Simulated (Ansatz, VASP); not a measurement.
One calculation of Sn2TeO2, two programs

```
CELL_PARAMETERS angstrom
-1.89790 1.89790 6.48756
1.89790 -1.89790 6.48756
1.89790 1.89790 -6.48756
ATOMIC_POSITIONS crystal
Sn 0.65755 0.65755 0.00000
Sn 0.34245 0.34245 0.00000
Te 0.00000 0.00000 0.00000
O 0.25000 0.75000 0.50000
O 0.75000 0.25000 0.50000
```

Change from the starting cell: species swapped into the PrSi2Ni2 type (I4/mmm, No. 139).

Alike in both runs: functional PBE; k mesh 6 × 6 × 6; occupations gaussian, width 0.1 eV; no spin polarisation.

Ansatz relaxed the structure, and its values are those at the end. VASP's run is a single point on that final structure, the one shown.

|  | VASP | Ansatz |
| --- | --- | --- |
| version | VASP 6.6.1 | Ansatz 0.2.0 |
| potentials or method | VASP PAW PBE potentials, release 64 (Sn_d, Te, O), cutoff 520 eV | scalar-relativistic, plane waves, PAW |
| valence electrons in the cell | 46 | 56 |

```tsv
	VASP	Ansatz	Ansatz less VASP
gap on the k mesh at the Fermi level (eV)	none	none	-
pressure (GPa)	0.2	0.0	-0.15
rms of the force components (eV/Å)	0.028	0.003	-0.0253
```

A gap of «none» marks a metal or a gap that the smearing closes. VASP's potentials hold 46 valence electrons a cell and Ansatz's 56, so a difference there can come from the potentials and not from the codes.

The k mesh is coarse, so the values compare programs but aren't converged. Neither program's run includes spin-orbit coupling.
